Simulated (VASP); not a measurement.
# GaN (P4/mmm) in VASP: relaxation of cell and atoms with r2SCAN

Aim: the relaxation of cell and atoms of GaN with r2SCAN.

All numbers are computed with VASP 6.6.1; they aren't measurements. Logs are shortened: lines on timing, memory, paths and dates and some standing lists are left out, and cuts for length are marked.

## Step 1: The cell of the first run

The structure is tetragonal, space group P4/mmm (No. 123). Conventional cell: a = 2.614 Å, b = 2.614 Å, c = 3.426 Å, α = 90.00°, β = 90.00°, γ = 90.00°. Within 3.5 Å of Ga (site symmetry 4/mmm) lie 8 N at 2.52 Å and 6 Ga at 2.61 to 3.43 Å. Within 3.5 Å of N (site symmetry 4/mmm) lie 8 Ga at 2.52 Å and 6 N at 2.61 to 3.43 Å.

## Step 2: Relaxation of cell and atoms, r2SCAN, collinear spin, ferromagnetic start

Input file POSCAR:

```
GaN
1.0
    2.6141298017      0.0000000000      0.0000000000
    0.0000000000      2.6141298017      0.0000000000
    0.0000000000      0.0000000000      3.4263772758
Ga N
1 1
Direct
    0.5000000000      0.5000000000      0.5000000000
    0.0000000000      0.0000000000      0.0000000000
```

Input file INCAR.step1:

```
  ALGO = Normal
  EDIFF = 1E-4
  ENCUT = 600
  GGA = PE
  ISMEAR = 0
  ISPIN = 2
  LASPH = T
  LCHARG = F
  LREAL = F
  LWAVE = T
  MAGMOM = 0 0.63
  NELM = 150
  PREC = Accurate
  SIGMA = 0.1
```

Input file INCAR.step2:

```
  ALGO = Normal
  EDIFF = 1E-6
  EDIFFG = -0.04
  ENCUT = 600
  IBRION = 2
  ISIF = 3
  ISMEAR = 0
  ISPIN = 2
  ISTART = 1
  LASPH = T
  LCHARG = F
  LMIXTAU = T
  LORBIT = 11
  LREAL = F
  LWAVE = F
  MAGMOM = 0 0.63
  METAGGA = R2SCAN
  NELM = 150
  NSW = 90
  PREC = Accurate
  SIGMA = 0.1
```

Input file KPOINTS:

```
k-points
0
Gamma
  6 6 6
```

Potentials or basis: VASP PAW PBE potentials, release 64 (Ga_d, N).

The run is started by

```sh
$ cat potpaw_PBE.64/Ga_d/POTCAR potpaw_PBE.64/N/POTCAR > POTCAR
$ cp INCAR.step1 INCAR
$ mpirun -np 1 vasp_std > vasp.out
$ cp INCAR.step2 INCAR
$ mpirun -np 1 vasp_std > vasp.out
```

OUTCAR:

```text
EDIFF = 1E-6
   EDIFFG = -0.04
   ENCUT = 600
   IBRION = 2
   ISIF = 3
   ISMEAR = 0
   ISPIN = 2
   ISTART = 1
   LASPH = T
   LORBIT = 11
   LREAL = F
   METAGGA = R2SCAN
   NELM = 150
   NSW = 90
   PREC = Accurate

 ion  position               nearest neighbor table
   1  0.500  0.500  0.500-
   2  0.000  0.000  0.000-

  LATTYP: Found a simple tetragonal cell.
 ALAT       =     2.6141298017
 C/A-ratio  =     1.3107142857

  Lattice vectors:

 A1 = (   2.6141298017,   0.0000000000,   0.0000000000)
 A2 = (   0.0000000000,   2.6141298017,   0.0000000000)
 A3 = (   0.0000000000,   0.0000000000,   3.4263772758)

Analysis of symmetry for initial positions (statically):
=====================================================================
 Subroutine PRICEL returns:
 Original cell was already a primitive cell.

 Routine SETGRP: Setting up the symmetry group for a
 simple tetragonal supercell.

 Subroutine GETGRP returns: Found 16 space group operations
 (whereof 16 operations were pure point group operations)
 out of a pool of 16 trial point group operations.

The static configuration has the point symmetry D_4h.

Analysis of symmetry for dynamics (positions and initial velocities):
=====================================================================
 Subroutine PRICEL returns:
 Original cell was already a primitive cell.

 Routine SETGRP: Setting up the symmetry group for a
 simple tetragonal supercell.

 Subroutine GETGRP returns: Found 16 space group operations
 (whereof 16 operations were pure point group operations)
 out of a pool of 16 trial point group operations.

The dynamic configuration has the point symmetry D_4h.

Analysis of structural, dynamic, and magnetic symmetry:
=====================================================================
 Subroutine PRICEL returns:
 Original cell was already a primitive cell.

 Routine SETGRP: Setting up the symmetry group for a
 simple tetragonal supercell.

 Subroutine GETGRP returns: Found 16 space group operations
 (whereof 16 operations were pure point group operations)
 out of a pool of 16 trial point group operations.

The overall configuration has the point symmetry D_4h.

 Subroutine INISYM returns: Found 16 space group operations
 (whereof 16 operations are pure point group operations),
 and found     1 'primitive' translations

[... 134 lines left out ...]
--------------------------------------- Ionic step        1  -------------------------------------------

 number of electron      17.9999995 magnetization       0.0000009

 Free energy of the ion-electron system (eV)
  ---------------------------------------------------
  ext. energy  EPLUGINS =         0.00000000
  ---------------------------------------------------
  free energy    TOTEN  =       -17.32934489 eV

  energy without entropy =      -17.32430106  energy(sigma->0) =      -17.32682298

------------------------ aborting loop because EDIFF is reached ----------------------------------------

  FORCE on cell =-STRESS in cart. coord.  units (eV):
  Direction    XX          YY          ZZ          XY          YZ          ZX
  --------------------------------------------------------------------------------------
  -------------------------------------------------------------------------------------
  Total        0.8033860      0.8033860     -5.9999476      0.0000000      0.0000000      0.0000000
  in kB       54.9724874     54.9724874   -410.5523699      0.0000000      0.0000000      0.0000000
  external PRESSURE =    -100.2024650 kB  Pullay stress =       0.0000000 kB
[... 89 lines left out ...]
  FREE ENERGIE OF THE ION-ELECTRON SYSTEM (eV)
  ---------------------------------------------------
  free  energy   TOTEN  =       -18.2638249501 eV

  energy  without entropy=      -18.2600619018  energy(sigma->0) =      -18.26194343

[... ionic steps 4 to 8 ...]

--------------------------------------- Ionic step        9  -------------------------------------------

 number of electron      18.0000005 magnetization      -0.0001488

 number of electron      18.0000005 magnetization       0.0002024
[... 73 lines left out ...]
 number of electron      18.0000007 magnetization      -0.0000016

 number of electron      18.0000007 magnetization       0.0001399

 Free energy of the ion-electron system (eV)
  ---------------------------------------------------
  ext. energy  EPLUGINS =         0.00000000
  ---------------------------------------------------
  free energy    TOTEN  =       -18.27742205 eV

  energy without entropy =      -18.27051757  energy(sigma->0) =      -18.27396981

 E-fermi :   8.3191     XC(G=0): -14.1361

 val. band max:        8.3185729333   @ k =   0.1667   0.0000   0.5000
 cond. band min:       8.3231885305   @ k =   0.5000   0.1667   0.0000
 fundamental gap:      0.0046155972
 Fermi energy:         8.3191428884

 spin component 1

 k-point     1 :       0.0000    0.0000    0.0000
  band No.  band energies     occupation
      1     -10.2257      1.00000
      2      -7.9379      1.00000
      3      -7.9366      1.00000
      4      -7.3924      1.00000
      5      -7.3924      1.00000
      6      -7.3921      1.00000
      7       6.6885      1.00000
      8       6.6885      1.00000
      9       6.6930      1.00000
     10       6.7988      1.00000
     11      18.7136      0.00000
     12      18.7222      0.00000
     13      23.1941      0.00000
[... 356 lines left out ...]
      2      -7.7622      1.00000
      3      -7.5438      1.00000
      4      -7.4912      1.00000
      5      -7.3594      1.00000
      6      -5.4218      1.00000
      7       0.1372      1.00000
      8       2.9250      1.00000
      9       8.0896      0.99942
     10       8.5265      0.00168
     11      16.1818      0.00000
     12      17.4478      0.00000
     13      22.3447      0.00000

 [... further k-points ...]

 spin component 2

 k-point     1 :       0.0000    0.0000    0.0000
  band No.  band energies     occupation
      1     -10.2255      1.00000
      2      -7.9379      1.00000
      3      -7.9366      1.00000
      4      -7.3924      1.00000
      5      -7.3924      1.00000
      6      -7.3922      1.00000
      7       6.6868      1.00000
      8       6.6868      1.00000
      9       6.6971      1.00000
     10       6.7989      1.00000
     11      18.7136      0.00000
     12      18.7222      0.00000
     13      23.1961      0.00000
[... 397 lines left out ...]
  FREE ENERGIE OF THE ION-ELECTRON SYSTEM (eV)
  ---------------------------------------------------
  free  energy   TOTEN  =       -18.2774220520 eV

  energy  without entropy=      -18.2705175728  energy(sigma->0) =      -18.27396981

 reached required accuracy - stopping structural energy minimisation

 total charge

# of ion       s       p       d       tot
------------------------------------------
    1        0.759   0.592  10.112  11.463
    2        1.310   2.299   0.000   3.610
--------------------------------------------------
tot          2.069   2.891  10.112  15.073

 magnetization (x)

# of ion       s       p       d       tot
------------------------------------------
    1       -0.000  -0.000   0.000  -0.000
    2        0.000   0.000   0.000   0.000
--------------------------------------------------
tot         -0.000   0.000   0.000   0.000
```

OUTCAR.step1:

```text
EDIFF = 1E-4
   ENCUT = 600
   GGA = PE
   ISMEAR = 0
   ISPIN = 2
[... 1013 lines left out ...]
 -----------------------------------------------------------------------------------
      1.30706      1.30706      1.71319         0.000000      0.000000      0.000000
      0.00000      0.00000      0.00000         0.000000      0.000000      0.000000
 -----------------------------------------------------------------------------------
    total drift:                                0.000000      0.000000     -0.000000

  FREE ENERGIE OF THE ION-ELECTRON SYSTEM (eV)
  ---------------------------------------------------
  free  energy   TOTEN  =        -8.1790211998 eV

  energy  without entropy=       -8.1740008194  energy(sigma->0) =       -8.17651101
```

OSZICAR.step1:

```text
N       E                     dE             d eps       ncg     rms          rms(c)
DAV:   1     0.868405332449E+02    0.86841E+02   -0.98730E+03  2116   0.261E+03
DAV:   2    -0.217630214736E+01   -0.89017E+02   -0.84707E+02  2363   0.382E+02
DAV:   3    -0.897628651684E+01   -0.68000E+01   -0.66189E+01  2325   0.856E+01
DAV:   4    -0.911281347393E+01   -0.13653E+00   -0.12724E+00  2450   0.122E+01
DAV:   5    -0.911443074615E+01   -0.16173E-02   -0.16169E-02  2390   0.125E+00    0.567E+00
DAV:   6    -0.839090562436E+01    0.72353E+00   -0.60780E+00  3060   0.407E+01    0.379E+00
DAV:   7    -0.817618192518E+01    0.21472E+00   -0.66831E-01  2697   0.118E+01    0.131E+00
DAV:   8    -0.817203911018E+01    0.41428E-02   -0.24774E-01  2315   0.476E+00    0.946E-01
DAV:   9    -0.817751260075E+01   -0.54735E-02   -0.30350E-02  2266   0.170E+00    0.319E-01
DAV:  10    -0.817824228652E+01   -0.72969E-03   -0.17772E-03  2188   0.330E-01    0.249E-01
DAV:  11    -0.817900883870E+01   -0.76655E-03   -0.23004E-03  2556   0.440E-01    0.829E-02
DAV:  12    -0.817902119980E+01   -0.12361E-04   -0.18270E-04  1805   0.144E-01
   1 F= -.81790212E+01 E0= -.81765110E+01  d E =-.502038E-02  mag=     0.0028
```

Run time: 5.9 min. Hardware: 1 thread of Intel Xeon 6975P-C (Granite Rapids), shared host; peak memory 0.21 GiB.

What came out:

```
Free energy                                           : -18.2774 eV
Relaxed volume                                        : 9.84 Å³/atom
Relaxed cell                                          : a = 2.700 Å, b = 2.700 Å, c = 2.699 Å, α = 90.00°, β = 90.00°, γ = 90.00°
Space group after relaxing (to 0.1 Å)                 : Pm-3m (No. 221)
Energy gained by relaxing                             : 474.0 meV/atom
Ionic steps                                           : 11
Pressure after relaxing                               : 0.3 GPa
Band gap on the k mesh                                : zero (filled and empty bands overlap)
Net moment                                            : 0.00 μB per cell
Valence electrons inside the program's atomic spheres : Ga 11.46; N 3.61
```

Step by step:
```csv
step,energy change (eV),largest force (eV/Å),pressure (GPa),volume (Å³)
1,0.0000,0.0000,-10.02,23.41
2,-0.8566,0.0000,-6.18,20.81
3,-0.9345,0.0000,-3.89,20.21
4,-0.9307,0.0000,7.64,18.97
5,-0.9456,0.0000,3.00,19.40
6,-0.9453,0.0000,-1.34,19.87
7,-0.9458,0.0000,-0.63,19.78
8,-0.9474,0.0000,0.93,19.59
9,-0.9470,0.0000,1.91,19.50
10,-0.9477,0.0000,-0.80,19.79
11,-0.9481,0.0000,0.30,19.67
```

Final structure:
```cif
data_structure
_symmetry_space_group_name_H-M 'P 1'
_symmetry_Int_Tables_number 1
_cell_length_a 2.7000
_cell_length_b 2.7000
_cell_length_c 2.6989
_cell_angle_alpha 90.000
_cell_angle_beta 90.000
_cell_angle_gamma 90.000
_cell_volume 19.67
loop_
_atom_site_label
_atom_site_type_symbol
_atom_site_fract_x
_atom_site_fract_y
_atom_site_fract_z
_atom_site_occupancy
Ga1 Ga 0.50000 0.50000 0.50000 1
N1 N 0.00000 0.00000 0.00000 1
```

Caveat: the k points lie up to 0.39 Å⁻¹ apart in the final cell, too coarse for converged energies and pressures of a metal; the volume moved by over 15 % at a fixed basis, so the end points are rough; the PAW data sets were made with another functional, which shifts forces and pressure a little.
